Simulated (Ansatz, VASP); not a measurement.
# Sn: VASP beside Ansatz

POSCAR

```
Sn
1.0
    0.0000000000      3.1829675402      3.1829675402
    3.1829675402      0.0000000000      3.1829675402
    3.1829675402      3.1829675402      0.0000000000
Sn
2
Direct
    0.0000000000      0.0000000000      0.0000000000
    0.2500000000      0.2500000000      0.2500000000
```

INCAR.step1

```
PREC     = Accurate       # precision mode
ENCUT    = 520            # plane-wave cutoff, eV
ISMEAR   = 0              # smearing method
SIGMA    = 0.1            # smearing width, eV
LREAL    = F              # projectors in reciprocal space
LASPH    = T              # aspherical terms in the spheres
NELM     = 80             # most SCF steps
NBANDS   = 21             # bands
GGA      = PE             # functional
ALGO     = Normal         # electronic algorithm
EDIFF    = 1E-4           # SCF threshold, eV
LWAVE    = T              # write WAVECAR
LCHARG   = F              # write CHGCAR
```

File INCAR.step2:

```
PREC     = Accurate       # precision mode
ENCUT    = 520            # plane-wave cutoff, eV
EDIFF    = 1E-6           # SCF threshold, eV
ISMEAR   = 0              # smearing method
SIGMA    = 0.1            # smearing width, eV
LREAL    = F              # projectors in reciprocal space
LASPH    = T              # aspherical terms in the spheres
NELM     = 80             # most SCF steps
ALGO     = Normal         # electronic algorithm
ISIF     = 2              # what is computed and relaxed
LWAVE    = F              # write WAVECAR
LCHARG   = F              # write CHGCAR
METAGGA  = R2SCAN         # meta-GGA
LMIXTAU  = T            
NBANDS   = 21             # bands
ISTART   = 1
```

KPOINTS

```
regular mesh
0
Gamma
  12 12 12
```

Input for Ansatz:

```yaml
crystal:
  lattice:
    - [0.0, 3.1829675402, 3.1829675402]
    - [3.1829675402, 0.0, 3.1829675402]
    - [3.1829675402, 3.1829675402, 0.0]
  atoms:
    - { symbol: Sn, position: [0.0, 0.0, 0.0] }
    - { symbol: Sn, position: [0.25, 0.25, 0.25] }
basis:
  ecutwfc: 500
kpoints:
  mp_grid: { grid: [12, 12, 12] }
  band_path: { path: [VBM, CBM], npoints: 2 }
hamiltonian:
  xc: r2scan
scf:
  occupations: { method: gaussian, width: 0.1 }
output:
  forces: true
  stress: true
  eigenvalues: true
checkpoint:
  read: start.run
  write: ck
  compress: false
  write_wavefunctions: false
  write_every: 100000
```

Alike in both runs: task single point; functional r2SCAN; k mesh 12 × 12 × 12; occupations gaussian, width 0.1 eV; no spin polarisation.

```csv
,VASP,Ansatz
version,VASP 6.6.1,Ansatz 0.2.0
potentials or method,"VASP PAW PBE potentials, release 64 (Sn_d), cutoff 520 eV","scalar-relativistic, plane waves, PAW"
valence electrons in the cell,28,28
```

```csv
,VASP,Ansatz,Ansatz less VASP
gap on the k mesh at the Fermi level (eV),0.07,0.07,-0.001
least direct gap on the mesh (eV),0.07,0.07,-0.001
pressure (GPa),5.0,5.0,+0.03
```

VASP's potentials were made for PBE, not for r2SCAN.
